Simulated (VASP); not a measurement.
Write the native input for VASP 6.6.1 that does the following.

```yaml
Task: relaxation of cell and atoms
Functional: PBE
Dispersion: D3(BJ)
Potentials_or_basis: VASP PAW PBE potentials, release 64 (Na_sv, Cl)
Cutoff: 970 eV
k_mesh: 6 × 6 × 2
Occupations: gaussian, width 0.1 eV
Spin: no spin polarisation
Dipole_correction: no
Mended: yes
Further_INCAR_settings: ALGO = Normal; EDIFF = 1e-07; IBRION = 2; EDIFFG = -0.04; NSW = 90; ISIF = 3
```

The structure of NaCl lies in POSCAR:

```
NaCl
1.0
    3.4438928200      0.0000000000      0.0000000000
   -1.7219464100      2.9824986700      0.0000000000
    0.0000000000      0.0000000000      8.6136811700
Na Cl
2 2
Direct
    0.6666666700      0.3333333300      0.8528782300
    0.3333333300      0.6666666700      0.1471217700
    0.0000000000      0.0000000000      0.6724001600
    0.0000000000      0.0000000000      0.3275998400
```

One way to write it, as run:

INCAR

```
  ALGO = Normal
  EDIFF = 1E-7
  EDIFFG = -0.04
  ENCUT = 970
  GGA = PE
  GGA_COMPAT = False
  IBRION = 2
  ISIF = 3
  ISMEAR = 0
  IVDW = 12
  LASPH = True
  LCHARG = False
  LREAL = False
  LWAVE = False
  NELM = 120
  NELMIN = 4
  NSW = 90
  PREC = Accurate
  SIGMA = 0.1
```

KPOINTS

```
k-points
0
Gamma
  6 6 2
```

Potentials or basis: VASP PAW PBE potentials, release 64 (Na_sv, Cl).

The run is started by

```sh
$ cat potpaw_PBE.64/Na_sv/POTCAR potpaw_PBE.64/Cl/POTCAR > POTCAR
$ mpirun -np 1 vasp_std > vasp.out
```

Results of the run:

The relaxed volume is 31.84 Å³/atom. The relaxed cell is a = 4.366 Å, b = 4.366 Å, c = 7.714 Å, α = 90.00°, β = 90.00°, γ = 120.00°, the space group after relaxing (to 0.1 Å) is P-3m1 (No. 164) and the energy gained by relaxing is 727.8 meV/atom. The ionic steps are 23. The pressure after relaxing is -0.1 GPa. The largest force after relaxing is 0.025 eV/Å. The band gap on the k mesh is 4.08 eV (least direct gap 4.18 eV) and the dispersion energy per atom is -0.145 eV.

Caveat: the volume moved by over 15 % at a fixed basis, so the end points are rough.

Run time: 9.2 min on 1 thread of Intel(R) Xeon(R) 6975P-C (Granite Rapids), on a shared host, peak memory 0.37 GiB.
